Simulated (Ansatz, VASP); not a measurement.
## BaS: VASP beside Ansatz

```
CELL_PARAMETERS angstrom
0.00000 3.19375 3.28956
3.19375 0.00000 3.28956
3.19375 3.19375 0.00000
ATOMIC_POSITIONS crystal
Ba 0.00000 0.00000 0.00000
S 0.50000 0.50000 0.50000
```

Change from the starting cell: zz strain of +3 %.

Alike in both runs: task single point; functional PBEsol; k mesh 8 × 8 × 8; occupations fermi-dirac, width 0.02 eV; no spin polarisation.

```csv
,VASP,Ansatz
version,VASP 6.6.1,Ansatz 0.2.0
potentials or method,"VASP PAW PBE potentials, release 64 (Ba_sv, S), cutoff 520 eV","all-electron LAPW, scalar-relativistic"
```

|  | VASP | Ansatz | Ansatz less VASP |
| --- | --- | --- | --- |
| gap on the k mesh at the Fermi level (eV) | 2.00 | 2.10 | +0.096 |
| pressure (GPa) | -1.6 | -2.2 | -0.56 |
| traceless stress, the component that is largest in VASP (GPa) | -1.31 | -1.17 | +0.135 |

VASP's potentials were made for PBE, not for PBEsol. Ansatz ran all-electron here, and VASP with PAW potentials.

Neither program's run includes spin-orbit coupling.
